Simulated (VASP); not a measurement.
**Fe: single point with PBEsol**

Fe:

```
CELL_PARAMETERS angstrom
-1.43142 1.43142 1.43142
1.43142 -1.43142 1.43142
1.43142 1.43142 -1.43142
ATOMIC_POSITIONS crystal
Fe 0.00000 0.00000 0.00000
```

```
Program                : VASP 6.6.1
Task                   : single point
Functional             : PBEsol
Potentials or basis    : VASP PAW PBE potentials, release 64 (Fe)
Cutoff                 : 600 eV
k mesh                 : 13 × 13 × 13
Occupations            : fermi-dirac, width 0.01 eV
Spin                   : collinear spin, ferromagnetic start
Starting moments       : [4.0] μB
Dipole correction      : no
Further INCAR settings : ALGO = Normal; EDIFF = 1e-06; NBANDS = 14
```

```
Pressure                                              : -14.9 GPa
Net moment                                            : 2.21 μB per cell
Site moments                                          : Fe +2.21 μB
Valence electrons inside the program's atomic spheres : Fe 7.21
```

Levels at points of the mesh, in eV from the Fermi level:
Spin up:
```
           k point  band 1  band 2  band 3  band 4  band 5  band 6  band 7  band 8  band 9  band 10
(0.00, 0.00, 0.00)   -8.29   -2.22   -2.22   -2.22   -1.03   -1.03   24.66   24.66   24.66    29.55
```
Spin down:
```csv
k point,band 1,band 2,band 3,band 4,band 5,band 6
"(0.00, 0.00, 0.00)",-8.05,-0.27,-0.27,-0.27,1.64,1.64
```

It took 16 s on 1 thread of AMD EPYC 9R45 (Zen 5) (shared host), peak memory 0.11 GiB.

Caveat: the PAW data sets were made with another functional, which shifts forces and pressure a little.
